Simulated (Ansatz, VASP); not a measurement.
# One calculation of SnSe, two programs

```
CELL_PARAMETERS angstrom
0.02258 3.01000 3.01000
3.03258 0.00000 3.03258
3.01000 3.01000 0.02258
ATOMIC_POSITIONS crystal
Sn 0.00000 0.00000 0.00000
Se 0.50000 0.50000 0.50000
```

Change from the starting cell: strain +0.0150 x Voigt [0, 0, 0, 0, 1, 0], atoms carried along.

Alike in both runs: task single point; functional LDA; k mesh 8 × 8 × 8; occupations gaussian, width 0.05 eV; no spin polarisation.

|  | VASP | Ansatz |
| --- | --- | --- |
| version | VASP 6.6.1 | Ansatz 0.2.0 |
| potentials or method | VASP PAW LDA potentials, release 64 (Sn_d, Se), cutoff 520 eV | scalar-relativistic, plane waves, PAW |
| valence electrons in the cell | 20 | 30 |

Ansatz gave:

- gap on the k mesh at the Fermi level (eV): 0.54
- least direct gap on the mesh (eV): 0.61
- pressure (GPa): -3.4
- traceless stress, the component that is largest in VASP (GPa): -0.30

Q: Which values does VASP return?

A: gap on the k mesh at the Fermi level (eV): 0.56; least direct gap on the mesh (eV): 0.63; pressure (GPa): -3.3; traceless stress, the component that is largest in VASP (GPa): -0.30.

LDA's correlation is that of Perdew and Zunger in VASP and of Perdew and Wang (1992) in Ansatz. VASP's potentials hold 20 valence electrons a cell and Ansatz's 30, so a difference there can come from the potentials and not from the codes.
